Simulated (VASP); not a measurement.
A run of VASP 6.6.1 is set up as follows.

INCAR

```
ALGO = Normal
EDIFF = 1E-7
ENCUT = 520
GGA = PE
ISIF = 2
ISMEAR = -1
LASPH = True
LCHARG = True
LELF = True
LREAL = False
LVHAR = True
LWAVE = False
NBANDS = 28
NELM = 60
PREC = Accurate
SIGMA = 0.02
```

Contents of KPOINTS:

```
k-points
0
Gamma
  6 6 4
```

Contents of POSCAR:

```
PbS
1.0
    4.1951389263      0.0000000000      0.0000000000
   -2.0975694632      3.6330968826      0.0000000000
    0.0000000000      0.0000000000      7.4324511542
Pb S
2 2
Direct
    0.0000000000      0.0000000000      0.0000000000
    0.0000000000      0.0000000000      0.5000000000
    0.3333333333      0.6666666667      0.2500000000
    0.6666666667      0.3333333333      0.7500000000
```

Potentials or basis: VASP PAW PBE potentials, release 64 (Pb_d, S).

The run is started by

```console
$ cat potpaw_PBE.64/Pb_d/POTCAR potpaw_PBE.64/S/POTCAR > POTCAR
$ mpirun -np 1 vasp_std > vasp.out
```

(1) Predict the band gap on the k mesh.

(2) Estimate the pressure.

Answers

(1) 0.11 eV.

(2) -1.5 GPa.

Caveat: spin-orbit coupling is left out, which moves the levels of the heavy elements.
